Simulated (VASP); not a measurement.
## La2O3: single point with PBE

Crystal: La2O3.

```
La O
1.0
     3.86414    0.00000    0.00000
    -1.93207    3.34644    0.00000
     0.00000    0.00000    6.00834
La O
2 3
Direct
  0.66667 0.33333 0.75376
  0.33333 0.66667 0.24624
  0.66667 0.33333 0.35411
  0.33333 0.66667 0.64589
  0.00000 0.00000 0.00000
```

```json
{"Program": "VASP 6.6.1", "Task": "single point", "Functional": "PBE", "Potentials or basis": "VASP PAW PBE potentials, release 64 (La, O)", "Cutoff": "520 eV", "k mesh": "6 × 6 × 4", "Occupations": "gaussian, width 0.01 eV", "Spin": "no spin polarisation"}
```

```
Pressure               : 9.4 GPa
Largest force          : 0.414 eV/Å
Band gap on the k mesh : 3.87 eV, indirect (least direct gap 3.94 eV)
```

Forces on the atoms (eV/Å):
```
La   0.000  0.000  0.414
La   0.000  0.000 -0.414
O    0.000  0.000  0.049
O    0.000  0.000 -0.049
O    0.000  0.000  0.000
```

Stress tensor (GPa, compression positive):
```
9.91 0.00 0.00
0.00 9.91 0.00
0.00 0.00 8.41
```

Levels at points of the mesh, in eV from the valence-band top:
```tsv
k point	band 17	band 18	band 19	band 20	band 21	band 22	band 23	band 24
(0.00, 0.00, 0.00)	-1.79	-0.46	-0.46	-0.19	4.43	4.71	4.71	5.47
(0.50, 0.00, 0.00)	-0.75	-0.72	-0.40	-0.35	3.92	4.87	5.40	5.43
(0.00, 0.00, 0.50)	-1.10	-0.88	-0.33	-0.33	4.85	4.88	4.88	5.16
(0.50, 0.00, 0.50)	-0.98	-0.78	-0.37	0.00	4.54	4.74	5.27	5.43
```

Run time: 38 s on 1 thread of Intel(R) Xeon(R) 6975P-C (Granite Rapids), with other jobs on the host, peak memory 0.23 GiB.

Caveat: spin-orbit coupling is left out, which moves the levels of the heavy elements. Expect the measured gap to be larger: semilocal functionals such as PBE lack the derivative discontinuity.
